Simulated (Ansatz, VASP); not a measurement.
**One calculation of AlN, two programs**

The input INCAR:

```
SYSTEM = AlN
ALGO     = Normal         ! electronic algorithm
EDIFF    = 1E-6           ! SCF threshold, eV
ENCUT    = 520            ! plane-wave cutoff, eV
GGA      = PS             ! functional
ISIF     = 2              ! what is computed and relaxed
ISMEAR   = 0              ! smearing method
LASPH    = .TRUE.         ! aspherical terms in the spheres
LCHARG   = .FALSE.        ! write CHGCAR
LREAL    = .FALSE.        ! projectors in reciprocal space
LWAVE    = .FALSE.        ! write WAVECAR
NBANDS   = 16             ! bands
NELM     = 60             ! most SCF steps
PREC     = Accurate       ! precision mode
SIGMA    = 0.05           ! smearing width, eV
```

Contents of KPOINTS:

```
k-points
0
G
  9 9 6
  0 0 0
```

The input POSCAR:

```
AlN
1.0
    3.3212000000      0.0000000000      0.0000000000
   -1.6606000000      2.8762435710      0.0000000000
    0.0000000000      0.0000000000      4.2642000000
Al N
2 2
Direct
    0.3333333333      0.6666666667      0.7500000000
    0.6666666667      0.3333333333      0.2500000000
    0.3333333333      0.6666666667      0.2500000000
    0.6666666667      0.3333333333      0.7500000000
```

Input for Ansatz:

```yaml
crystal:
  lattice:
    - [3.3212, 0.0, 0.0]
    - [-1.6606, 2.876243571, 0.0]
    - [0.0, 0.0, 4.2642]
  atoms:
    - { symbol: Al, position: [0.3333333333, 0.6666666667, 0.75] }
    - { symbol: Al, position: [0.6666666667, 0.3333333333, 0.25] }
    - { symbol: "N", position: [0.3333333333, 0.6666666667, 0.25] }
    - { symbol: "N", position: [0.6666666667, 0.3333333333, 0.75] }
basis:
  ecutwfc: 520.0
kpoints:
  mp_grid: { grid: [9, 9, 6] }
hamiltonian:
  xc: pbesol
  pseudopotentials: { kind: paw, azcp: { folder: soft_1 } }
scf:
  occupations: { method: gaussian, width: 0.05 }
output:
  forces: true
  stress: true
  eigenvalues: true
```

Alike in both runs: task single point; functional PBEsol; k mesh 9 × 9 × 6; occupations gaussian, width 0.05 eV; no spin polarisation.

|  | VASP | Ansatz |
| --- | --- | --- |
| version | VASP 6.6.1 | Ansatz 0.2.0 |
| potentials or method | VASP PAW PBE potentials, release 64 (Al, N), cutoff 520 eV | scalar-relativistic, plane waves, PAW |
| valence electrons in the cell | 16 | 16 |

Ansatz gave:

| Quantity | Value |
| --- | --- |
| gap on the k mesh at the Fermi level (eV) | 2.96 |
| least direct gap on the mesh (eV) | 2.96 |
| pressure (GPa) | -7.6 |
| traceless stress, the component that is largest in VASP (GPa) | -1.46 |

Q: Which values does VASP return?

A: gap on the k mesh at the Fermi level (eV): 2.97; least direct gap on the mesh (eV): 2.97; pressure (GPa): -7.6; traceless stress, the component that is largest in VASP (GPa): -1.49.

VASP's potentials were made for PBE, not for PBEsol, and Ansatz warns of the same on its side.
